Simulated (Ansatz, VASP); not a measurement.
Cs: VASP beside Ansatz

```
Cs
1.0
     5.32905    0.00000    0.00000
    -2.66453    4.61510    0.00000
     0.00000    0.00000   17.47773
Cs
4
Direct
  0.00000 0.00000 0.00000
  0.00000 0.00000 0.50000
  0.33333 0.66667 0.25000
  0.66667 0.33333 0.75000
```

Alike in both runs: task single point; functional PBE; k mesh 8 × 8 × 2; occupations fermi-dirac, width 0.1 eV; no spin polarisation.

|  | VASP | Ansatz |
| --- | --- | --- |
| version | VASP 6.6.1 | Ansatz 0.2.0 |
| potentials or method | VASP PAW PBE potentials, release 64 (Cs_sv), cutoff 520 eV | plane waves (420 eV) with PAW, scalar-relativistic |
| valence electrons in the cell | 36 | 36 |

```csv
,VASP,Ansatz,Ansatz less VASP
pressure (GPa),0.2,0.2,+0.01
```

With one functional, cell and mesh, what is left measures potentials, basis and numerics.

Neither program's run includes spin-orbit coupling.
